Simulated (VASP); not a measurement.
# CaO (Fm-3m) in VASP: a series of runs

CaO is run at these levels: PBEsol+D4, PBE-based global hybrid with 10 % exact exchange, PBE-based global hybrid with 15 % exact exchange; tasks: relaxation of cell and atoms, single point.

Everything below comes from runs of VASP 6.6.1. Logs are shortened: lines on timing, memory, paths and dates and some standing lists are left out, and cuts for length are marked.

## Step 1: The cell of the first run

Symmetry: Fm-3m, No. 225, cubic system. Conventional cell: a = 4.807 Å, b = 4.807 Å, c = 4.807 Å, α = 90.00°, β = 90.00°, γ = 90.00°. Ca (site symmetry m-3m) has 6 O at 2.40 Å within 3.2 Å. Within 3.2 Å of O (site symmetry m-3m) lie 6 Ca at 2.40 Å.

## Step 2: Relaxation of cell and atoms, PBEsol+D4

File INCAR:

```
SYSTEM = CaO
ALGO = Normal
EDIFF = 1E-7
EDIFFG = -0.01
ENCUT = 600
GGA = PS
IBRION = 2
ISIF = 3
ISMEAR = -1
IVDW = 13
LASPH = .TRUE.
LCHARG = .FALSE.
LREAL = .FALSE.
LWAVE = .FALSE.
NELM = 80
NSW = 60
PREC = Accurate
SIGMA = 0.05
```

File KPOINTS:

```
k-points
0
G
  10 10 10
  0 0 0
```

File POSCAR:

```
CaO
1.0
    0.0000000000      2.4035556960      2.4035556960
    2.4035556960      0.0000000000      2.4035556960
    2.4035556960      2.4035556960      0.0000000000
Ca O
1 1
Direct
    0.0000000000      0.0000000000      0.0000000000
    0.5000000000      0.5000000000      0.5000000000
```

Potentials or basis: VASP PAW PBE potentials, release 64 (Ca_sv, O).

Run with:

```console
> cat potpaw_PBE.64/Ca_sv/POTCAR potpaw_PBE.64/O/POTCAR > POTCAR
> mpirun -np 1 vasp_std > vasp.out
```

OUTCAR:

```text
SYSTEM = CaO
   EDIFF = 1E-7
   EDIFFG = -0.01
   ENCUT = 600
   GGA = PS
   IBRION = 2
   ISIF = 3
   ISMEAR = -1
   IVDW = 13
   LASPH = .TRUE.
   LREAL = .FALSE.
   NELM = 80
   NSW = 60
   PREC = Accurate

 ion  position               nearest neighbor table
   1  0.000  0.000  0.000-   2 2.40   2 2.40   2 2.40   2 2.40   2 2.40   2 2.40
   2  0.500  0.500  0.500-   1 2.40   1 2.40   1 2.40   1 2.40   1 2.40   1 2.40

  LATTYP: Found a face centered cubic cell.
 ALAT       =     4.8071113920

  Lattice vectors:

 A1 = (   0.0000000000,   2.4035556960,   2.4035556960)
 A2 = (   2.4035556960,   0.0000000000,   2.4035556960)
 A3 = (   2.4035556960,   2.4035556960,   0.0000000000)

Analysis of symmetry for initial positions (statically):
=====================================================================
 Subroutine PRICEL returns:
 Original cell was already a primitive cell.

 Routine SETGRP: Setting up the symmetry group for a
 face centered cubic supercell.

 Subroutine GETGRP returns: Found 48 space group operations
 (whereof 48 operations were pure point group operations)
 out of a pool of 48 trial point group operations.

The static configuration has the point symmetry O_h .

Analysis of symmetry for dynamics (positions and initial velocities):
=====================================================================
 Subroutine PRICEL returns:
 Original cell was already a primitive cell.

 Routine SETGRP: Setting up the symmetry group for a
 face centered cubic supercell.

 Subroutine GETGRP returns: Found 48 space group operations
 (whereof 48 operations were pure point group operations)
 out of a pool of 48 trial point group operations.

The dynamic configuration has the point symmetry O_h .

 Subroutine INISYM returns: Found 48 space group operations
 (whereof 48 operations are pure point group operations),
 and found     1 'primitive' translations

----------------------------------------------------------------------------------------

                                     Primitive cell

  volume of cell :      27.7711

  direct lattice vectors                    reciprocal lattice vectors
     0.000000000  2.403555696  2.403555696    -0.208025136  0.208025136  0.208025136
     2.403555696  0.000000000  2.403555696     0.208025136 -0.208025136  0.208025136
     2.403555696  2.403555696  0.000000000     0.208025136  0.208025136 -0.208025136

  length of vectors
     3.399141063  3.399141063  3.399141063     0.360310104  0.360310104  0.360310104

  position of ions in fractional coordinates (direct lattice)
     0.000000000  0.000000000  0.000000000
     0.500000000  0.500000000  0.500000000

  ion indices of the primitive-cell ions
   primitive index   ion index
                 1           1
                 2           2

----------------------------------------------------------------------------------------

 KPOINTS: k-points

Automatic generation of k-mesh.
 Grid dimensions read from file:
 generate k-points for:   10   10   10

 Generating k-lattice:

  Cartesian coordinates                     Fractional coordinates (reciprocal lattice)
    -0.020802514  0.020802514  0.020802514     0.100000000  0.000000000  0.000000000
     0.020802514 -0.020802514  0.020802514     0.000000000  0.100000000  0.000000000
     0.020802514  0.020802514 -0.020802514     0.000000000  0.000000000  0.100000000

  Length of vectors
     0.036031010  0.036031010  0.036031010

  Shift w.r.t. Gamma in fractional coordinates (k-lattice)
     0.000000000  0.000000000  0.000000000

 Subroutine IBZKPT returns following result:
 ===========================================

 Found     47 irreducible k-points:

 Following reciprocal coordinates:
            Coordinates               Weight
  0.000000  0.000000  0.000000      1.000000
  0.100000  0.000000  0.000000      8.000000
  0.200000  0.000000  0.000000      8.000000
  0.300000  0.000000  0.000000      8.000000
  0.400000  0.000000  0.000000      8.000000
  0.500000  0.000000  0.000000      4.000000
[... 16 lines left out ...]
  0.300000  0.300000  0.000000      6.000000
  0.400000  0.300000  0.000000     24.000000
 [... further k-points ...]
   k-points           NKPTS =     47   k-points in BZ     NKDIM =     47   number of bands    NBANDS=     12
   number of dos      NEDOS =    301   number of ions     NIONS =      2
   total plane-waves  NPLWV =  21952
   dimension x,y,z NGX =    28 NGY =   28 NGZ =   28
   dimension x,y,z NGXF=    56 NGYF=   56 NGZF=   56
   ions per type =               1   1
   NGX,Y,Z   is equivalent  to a cutoff of  13.69, 13.69, 13.69 a.u.
   NGXF,Y,Z  is equivalent  to a cutoff of  27.39, 27.39, 27.39 a.u.
 SYSTEM =  CaO
   PREC   = accura    normal or accurate (medium, high low for compatibility)
   ISTART =      0    job   : 0-new  1-cont  2-samecut
   ICHARG =      2    charge: 1-file 2-atom 10-const
   ISPIN  =      1    spin polarized calculation?
   LNONCOLLINEAR =      F non collinear calculations
   LSORBIT =      F    spin-orbit coupling
   LASPH  =      T    aspherical Exc in radial PAW
   ENCUT  =  600.0 eV  44.10 Ry    6.64 a.u.   6.79  6.79  6.79*2*pi/ulx,y,z
   NELM   =     80;   NELMIN=  2; NELMDL= -5     # of ELM steps
   EDIFF  = 0.1E-06   stopping-criterion for ELM
   LREAL  =      F    real-space projection
   EDIFFG = -.1E-01   stopping-criterion for IOM
   NSW    =     60    number of steps for IOM
   IBRION =      2    ionic relax: 0-MD 1-quasi-New 2-CG
   NFREE  =      1    steps in history (QN), initial steepest desc. (CG)
   ISIF   =      3    stress and relaxation
   ISYM   =      2    0-nonsym 1-usesym 2-fastsym
   POTIM  = 0.5000    time-step for ionic-motion
   TEBEG  =    0.0;   TEEND  =   0.0 temperature during run
   PSTRESS=    0.0 pullay stress
   NELECT =      16.0000    total number of electrons
   NUPDOWN=      -1.0000    fix difference up-down
   EMIN   =  10.00;   EMAX   =-10.00  energy-range for DOS
   EFERMI =   0.00;   METHOD = LEGACY
   ISMEAR =    -1;   SIGMA  =   0.05  broadening in eV -4-tet -1-fermi 0-gaus
   EFERMI_NEDOS =   21; number of points for ismear=-14 and -15
   IALGO  =     38    algorithm
   IMIX   =      4    mixing-type and parameters
     AMIX     =   0.40;   BMIX     =  1.00
     AMIX_MAG =   1.60;   BMIX_MAG =  1.00
  volume/ion in A,a.u.               =      13.89        93.70
  Fermi-wavevector in a.u.,A,eV,Ry     =   1.362231  2.574243 25.247954  1.855672
  Thomas-Fermi vector in A             =   2.488738
   LORBIT       =      0    0 simple, 1 ext, 2 COOP (PROOUT), +10 PAW based schemes
   GGA     = PS    functional components
   LHFCALC =     F    Hartree Fock is set to
   AEXX    =    0.0000 exact exchange contribution
   IVDW    =    13    specifies the selected vdW correction
   LEPSILON=     F    determine dielectric tensor
   LRPA    =     F    only Hartree local field effects (RPA)
 conjugate gradient relaxation of ions
 non-spin polarized calculation
  energy-cutoff  :      600.00
  volume of cell :       27.77
 maximum number of plane-waves:       941
   NGX = 13   NGY = 13   NGZ = 13

--------------------------------------- Ionic step        1  -------------------------------------------

 number of electron      15.9999997 magnetization

 Free energy of the ion-electron system (eV)
  ---------------------------------------------------
  ext. energy  EPLUGINS =         0.00000000
  ---------------------------------------------------
  free energy    TOTEN  =       -13.41051430 eV

  energy without entropy =      -13.41051430  energy(sigma->0) =      -13.41051430

------------------------ aborting loop because EDIFF is reached ----------------------------------------

  DFT-D4 for vdW energy calculation

  Edisp (eV):   -0.18885

  FORCE on cell =-STRESS in cart. coord.  units (eV):
  Direction    XX          YY          ZZ          XY          YZ          ZX
  --------------------------------------------------------------------------------------
  -------------------------------------------------------------------------------------
  Total      -0.59261    -0.59261    -0.59261    -0.00000    -0.00000     0.00000
  in kB     -34.18930   -34.18930   -34.18930    -0.00000    -0.00000     0.00000
  external pressure =      -34.19 kB  Pullay stress =        0.00 kB

 VOLUME and BASIS-vectors are now :
 -----------------------------------------------------------------------------
  energy-cutoff  :      600.00
  volume of cell :       27.77
      direct lattice vectors                 reciprocal lattice vectors
     0.000000000  2.403555696  2.403555696    -0.208025136  0.208025136  0.208025136
     2.403555696  0.000000000  2.403555696     0.208025136 -0.208025136  0.208025136
     2.403555696  2.403555696  0.000000000     0.208025136  0.208025136 -0.208025136
[... 41 lines left out ...]
 POSITION                                       TOTAL-FORCE (eV/Angst)
 -----------------------------------------------------------------------------------
      2.36920     -0.00000      2.36920         0.000000      0.000000      0.000000
      2.36920      2.36920      2.36920        -0.000000     -0.000000     -0.000000
 -----------------------------------------------------------------------------------
    total drift:                                0.000000      0.000000      0.000000

  FREE ENERGIE OF THE ION-ELECTRON SYSTEM (eV)
  ---------------------------------------------------
  free  energy   TOTEN  =       -13.6071987058 eV

  energy  without entropy=      -13.6071987058  energy(sigma->0) =      -13.60719871

--------------------------------------- Ionic step        3  -------------------------------------------

 number of electron      15.9999997 magnetization

 Free energy of the ion-electron system (eV)
  ---------------------------------------------------
  ext. energy  EPLUGINS =         0.00000000
  ---------------------------------------------------
  free energy    TOTEN  =       -13.41332679 eV

  energy without entropy =      -13.41332679  energy(sigma->0) =      -13.41332679

 E-fermi :   3.3147     XC(G=0): -10.8890

 val. band max:        2.3689123748   @ k =   0.0000   0.0000   0.0000
 cond. band min:       5.8887764448   @ k =   0.5000   0.5000   0.0000
 fundamental gap:      3.5198640701
 Fermi energy:         3.3146655827

 k-point     1 :       0.0000    0.0000    0.0000
  band No.  band energies     occupation
      1     -34.8938      2.00000
      2     -15.7111      2.00000
      3     -15.7111      2.00000
      4     -15.7111      2.00000
      5     -13.1352      2.00000
      6       2.3689      2.00000
      7       2.3689      2.00000
      8       2.3689      2.00000
      9       7.1836      0.00000
     10       8.6338      0.00000
     11       8.6338      0.00000
     12       8.6338      0.00000

 k-point     2 :       0.1000    0.0000    0.0000
  band No.  band energies     occupation
      1     -34.8822      2.00000
      2     -15.8860      2.00000
      3     -15.7169      2.00000
      4     -15.7169      2.00000
      5     -12.9544      2.00000
      6       1.9909      2.00000
      7       2.2193      2.00000
      8       2.2193      2.00000
      9       7.6522      0.00000
     10       8.5954      0.00000
     11       8.8151      0.00000
     12       8.8151      0.00000
[... 316 lines left out ...]
 k-point    24 :       0.4000    0.3000    0.0000
  band No.  band energies     occupation
      1     -34.7654      2.00000
      2     -16.4680      2.00000
      3     -15.9402      2.00000
      4     -15.9083      2.00000
      5     -12.5465      2.00000
      6       0.6394      2.00000
      7       1.7989      2.00000
      8       1.9047      2.00000
      9       6.5942      0.00000
     10      10.1864      0.00000
     11      11.3464      0.00000
     12      11.4517      0.00000

 [... further k-points ...]

------------------------ aborting loop because EDIFF is reached ----------------------------------------

  DFT-D4 for vdW energy calculation

  Edisp (eV):   -0.19535

  FORCE on cell =-STRESS in cart. coord.  units (eV):
  Direction    XX          YY          ZZ          XY          YZ          ZX
  --------------------------------------------------------------------------------------
  -------------------------------------------------------------------------------------
  Total       0.00078     0.00078     0.00078     0.00000     0.00000    -0.00000
  in kB       0.04654     0.04654     0.04654     0.00000     0.00000    -0.00000
  external pressure =        0.05 kB  Pullay stress =        0.00 kB

 VOLUME and BASIS-vectors are now :
 -----------------------------------------------------------------------------
  energy-cutoff  :      600.00
  volume of cell :       26.92
      direct lattice vectors                 reciprocal lattice vectors
    -0.000000000  2.378806006  2.378806006    -0.210189481  0.210189481  0.210189481
     2.378806006 -0.000000000  2.378806006     0.210189481 -0.210189481  0.210189481
     2.378806006  2.378806006  0.000000000     0.210189481  0.210189481 -0.210189481

 POSITION                                       TOTAL-FORCE (eV/Angst)
 -----------------------------------------------------------------------------------
      0.00000      0.00000      0.00000        -0.000000     -0.000000     -0.000000
      2.37881      2.37881      2.37881         0.000000      0.000000      0.000000
 -----------------------------------------------------------------------------------
    total drift:                                0.000000      0.000000      0.000000

  FREE ENERGIE OF THE ION-ELECTRON SYSTEM (eV)
  ---------------------------------------------------
  free  energy   TOTEN  =       -13.6086760484 eV

  energy  without entropy=      -13.6086760483  energy(sigma->0) =      -13.60867605

 reached required accuracy - stopping structural energy minimisation
```

Wall time 58 s (1 thread of Intel Xeon Platinum 8375C at 2.90GHz (Ice Lake), shared host); peak memory 0.18 GiB.

Results:

* Free energy: -13.6087 eV
* Relaxed volume: 13.46 Å³/atom
* Relaxed cell: a = 3.364 Å, b = 3.364 Å, c = 3.364 Å, α = 60.00°, β = 60.00°, γ = 60.00°
* Space group after relaxing (to 0.1 Å): Fm-3m (No. 225)
* Energy gained by relaxing: 4.7 meV/atom
* Ionic steps: 3
* Pressure after relaxing: 0.0 GPa
* Band gap on the k mesh: 3.52 eV (least direct gap 3.89 eV)
* Dispersion energy per atom: -0.098 eV

Step by step:
```csv
step,energy change (eV),largest force (eV/Å),pressure (GPa),volume (Å³)
1,0.0000,0.0000,-3.42,27.77
2,-0.0078,0.0000,1.48,26.60
3,-0.0093,0.0000,0.00,26.92
```

Final structure:
```
CELL_PARAMETERS angstrom
0.00000 2.37881 2.37881
2.37881 0.00000 2.37881
2.37881 2.37881 0.00000
ATOMIC_POSITIONS crystal
Ca 0.00000 0.00000 0.00000
O 0.50000 0.50000 0.50000
```

Caveat: the PAW data sets were made with another functional, which shifts forces and pressure a little.

## Step 3: Single point, PBE-based global hybrid with 10 % exact exchange

POSCAR is that of step 2.

File INCAR.step1:

```
SYSTEM = CaO
  PREC = Accurate
  ENCUT = 520
  EDIFF = 1E-5
  ISMEAR = -1
  SIGMA = 0.05
  LREAL = .FALSE.
  LASPH = .TRUE.
  NELM = 100
  ALGO = Normal
  ISIF = 2
  LWAVE = .TRUE.
  LCHARG = .FALSE.
  NBANDS = 15
  GGA = PE
```

File INCAR.step2:

```
SYSTEM = CaO
  PREC = Accurate
  ENCUT = 520
  EDIFF = 1E-6
  ISMEAR = -1
  SIGMA = 0.05
  LREAL = .FALSE.
  LASPH = .TRUE.
  NELM = 100
  ALGO = Normal
  ISIF = 2
  LWAVE = .FALSE.
  LCHARG = .FALSE.
  GGA = PE
  LHFCALC = .TRUE.
  AEXX = 0.1
  PRECFOCK = Normal
  NBANDS = 15
  ISTART = 1
```

File KPOINTS:

```
Automatic mesh
0
G
  6 6 6
  0 0 0
```

Potentials or basis: VASP PAW PBE potentials, release 64 (Ca_sv, O).

Run with:

```console
> cat potpaw_PBE.64/Ca_sv/POTCAR potpaw_PBE.64/O/POTCAR > POTCAR
> cp INCAR.step1 INCAR
> mpirun -np 1 vasp_std > vasp.out
> cp INCAR.step2 INCAR
> mpirun -np 1 vasp_std > vasp.out
```

Run time: 27 min. Hardware: 1 thread of Intel Xeon Platinum 8375C at 2.90GHz (Ice Lake), shared host; peak memory 0.18 GiB.

It converged, with:

```
Free energy            : -13.8491 eV
Pressure               : 1.3 GPa
Band gap on the k mesh : 4.58 eV (least direct gap 4.98 eV)
```

Levels at points of the mesh, in eV from the valence-band top:
```tsv
k point	band 5	band 6	band 7	band 8	band 9	band 10	band 11	band 12
(0.00, 0.00, 0.00)	-16.15	0.00	0.00	0.00	5.59	7.31	7.31	7.31
(0.50, 0.00, 0.00)	-14.87	-2.73	-1.24	-1.24	8.15	9.41	9.55	9.55
(0.50, 0.50, 0.00)	-15.90	-1.37	-0.40	-0.40	4.58	9.18	10.08	10.79
```

Caveat: the PAW data sets were made with another functional, which shifts forces and pressure a little. A k mesh can miss the band edges.

## Step 4: Single point, PBE-based global hybrid with 15 % exact exchange

POSCAR is that of step 3.

File INCAR.step1:

```
  ALGO = Normal
  EDIFF = 1E-5
  ENCUT = 520
  GGA = PE
  ISIF = 2
  ISMEAR = -1
  LASPH = True
  LCHARG = False
  LREAL = False
  LWAVE = True
  NBANDS = 15
  NELM = 60
  PREC = Accurate
  SIGMA = 0.05
```

File INCAR.step2:

```
  AEXX = 0.15
  ALGO = Normal
  EDIFF = 1E-6
  ENCUT = 520
  GGA = PE
  ISIF = 2
  ISMEAR = -1
  ISTART = 1
  LASPH = True
  LCHARG = False
  LHFCALC = True
  LREAL = False
  LWAVE = False
  NBANDS = 15
  NELM = 60
  PREC = Accurate
  PRECFOCK = Normal
  SIGMA = 0.05
```

File KPOINTS:

```
k-points
0
Gamma
  6 6 6
```

Run with:

```console
> cat potpaw_PBE.64/Ca_sv/POTCAR potpaw_PBE.64/O/POTCAR > POTCAR
> cp INCAR.step1 INCAR
> mpirun -np 1 vasp_std > vasp.out
> cp INCAR.step2 INCAR
> mpirun -np 1 vasp_std > vasp.out
```

It took 22 min on 1 thread of Intel Xeon Platinum 8375C at 2.90GHz (Ice Lake), shared host; peak memory 0.18 GiB.

It converged, with:

```
Free energy            : -14.3813 eV
Pressure               : 0.8 GPa
Band gap on the k mesh : 5.07 eV (least direct gap 5.48 eV)
```

Levels at points of the mesh, in eV from the valence-band top:
```csv
k point,band 5,band 6,band 7,band 8,band 9,band 10,band 11,band 12
"(0.00, 0.00, 0.00)",-16.46,0.00,0.00,0.00,6.04,7.85,7.85,7.85
"(0.50, 0.00, 0.00)",-15.14,-2.77,-1.25,-1.25,8.70,9.87,10.16,10.16
"(0.50, 0.50, 0.00)",-16.20,-1.41,-0.41,-0.41,5.07,9.75,10.69,11.43
```

Caveat: the PAW data sets were made with another functional, which shifts forces and pressure a little. A k mesh can miss the band edges.

## Step 5: The runs side by side

| task | level | cell | k mesh | cutoff (eV) | grid for exact exchange (PRECFOCK) | share of exact exchange | gap on the mesh (eV) | pressure (GPa) |
| --- | --- | --- | --- | --- | --- | --- | --- | --- |
| relaxation of cell and atoms | PBEsol+D4 | relaxed | 10 × 10 × 10 | 600 | - | - | 3.52 | 0.0 |
| single point | PBE-based global hybrid with 10 % exact exchange | as given | 6 × 6 × 6 | 520 | Normal | 0.1 | 4.58 | 1.3 |
| single point | PBE-based global hybrid with 15 % exact exchange | as given | 6 × 6 × 6 | 520 | Normal | 0.15 | 5.07 | 0.8 |

Alike in all rows: potentials or basis VASP PAW PBE potentials, release 64 (Ca_sv, O); no spin polarisation; smearing fermi-dirac 0.05 eV.

Caveats: the PAW data sets were made with another functional, which shifts forces and pressure a little.

Absolute energies hang on the potentials; compare differences alone.
